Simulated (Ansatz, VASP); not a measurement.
# One calculation of RbP6, two programs

```
Rb P
1.0
     0.00000    4.07887    4.07887
     4.07887    0.00000    4.07887
     4.07887    4.07887    0.00000
Rb P
1 6
Cartesian
  0.0000 0.0000 0.0000
  2.0394 2.0394 4.0789
  2.0394 4.0789 2.0394
  2.0394 2.0394 0.0000
  2.0394 0.0000 2.0394
  4.0789 2.0394 2.0394
  0.0000 2.0394 2.0394
```

Change from the starting cell: species swapped into the Zn6Mo type (Fm-3m, No. 225).

Alike in both runs: functional PBE; k mesh 8 × 8 × 8; occupations gaussian, width 0.1 eV; no spin polarisation.

Ansatz relaxed the structure, and its values are those at the end. VASP's run is a single point on that final structure, the one shown.

|  | VASP | Ansatz |
| --- | --- | --- |
| version | VASP 6.6.1 | Ansatz 0.2.0 |
| potentials or method | VASP PAW PBE potentials, release 64 (Rb_sv, P), cutoff 520 eV | scalar-relativistic, plane waves, PAW |
| valence electrons in the cell | 39 | 39 |

```tsv
	VASP	Ansatz	Ansatz less VASP
gap on the k mesh at the Fermi level (eV)	none	none	-
pressure (GPa)	0.1	0.0	-0.15
```

A gap of «none» marks a metal or a gap that the smearing closes. With one functional, cell and mesh, what is left measures potentials, basis and numerics.
